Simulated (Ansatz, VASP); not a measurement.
## One calculation of PPt, two programs

POSCAR

```
PPt
1.0
    0.0000000000      2.6616641766      2.6616641766
    2.6616641766      0.0000000000      2.6616641766
    2.6616641766      2.6616641766      0.0000000000
Pt P
1 1
Direct
    0.0000000000      0.0000000000      0.0000000000
    0.2500000000      0.2500000000      0.2500000000
```

File INCAR.step1:

```
ALGO = Normal
EDIFF = 1E-4
ENCUT = 520
GGA = PE
ISMEAR = -5
LASPH = T
LCHARG = F
LDAU = T
LDAUJ = 0 0
LDAUL = 2 -1
LDAUTYPE = 2
LDAUU = 5 0
LMAXMIX = 4
LREAL = F
LWAVE = T
NBANDS = 14
NELM = 150
PREC = Accurate
SIGMA = 0.1
```

Contents of INCAR.step2:

```
ALGO = Normal
EDIFF = 1E-6
ENCUT = 520
ISIF = 2
ISMEAR = -5
ISTART = 1
LASPH = T
LCHARG = T
LDAU = T
LDAUJ = 0 0
LDAUL = 2 -1
LDAUPRINT = 1
LDAUTYPE = 2
LDAUU = 5 0
LELF = T
LMAXMIX = 4
LMIXTAU = T
LREAL = F
LVHAR = T
LWAVE = F
METAGGA = R2SCAN
NBANDS = 14
NELM = 150
PREC = Accurate
SIGMA = 0.1
```

The input KPOINTS:

```
k-points
0
Gamma
  12 12 12
```

Input for Ansatz:

```yaml
crystal:
  lattice:
    - [0.0, 2.6616641766, 2.6616641766]
    - [2.6616641766, 0.0, 2.6616641766]
    - [2.6616641766, 2.6616641766, 0.0]
  atoms:
    - { symbol: Pt, position: [0.0, 0.0, 0.0] }
    - { symbol: P, position: [0.25, 0.25, 0.25] }
basis:
  ecutwfc: 500
  ecutrho_ratio: 4
kpoints:
  mp_grid: { grid: [12, 12, 12] }
hamiltonian:
  xc: r2scan
  hubbard: { sites: [{ species: Pt, l: d, u_eff: 5.0 }], double_counting: fll }
scf:
  occupations: { method: tetrahedron }
output:
  forces: true
  stress: true
```

Alike in both runs: task single point; functional r2SCAN; k mesh 12 × 12 × 12; occupations tetrahedron; no spin polarisation; Hubbard terms Pt d U = 5.0 eV.

```csv
,VASP,Ansatz
version,VASP 6.6.1,Ansatz 0.2.0
potentials or method,"VASP PAW PBE potentials, release 64 (Pt, P), cutoff 520 eV","scalar-relativistic, plane waves, PAW"
valence electrons in the cell,15,23
```

|  | VASP | Ansatz | Ansatz less VASP |
| --- | --- | --- | --- |
| gap on the k mesh at the Fermi level (eV) | none | none | - |
| pressure (GPa) | -6.3 | 0.8 | +7.04 |

VASP's potentials were made for PBE, not for r2SCAN. The programs project onto different local orbitals, so the same U acts differently, and such runs can settle in different states. A gap of «none» marks a metal or a gap that the smearing closes. VASP's potentials hold 15 valence electrons a cell and Ansatz's 23, so a difference there can come from the potentials and not from the codes. Ansatz's warnings: band table not solved further, filled band counts differ across k points, tetrahedron derivatives may miss energy slope.

Spin-orbit coupling is off throughout.
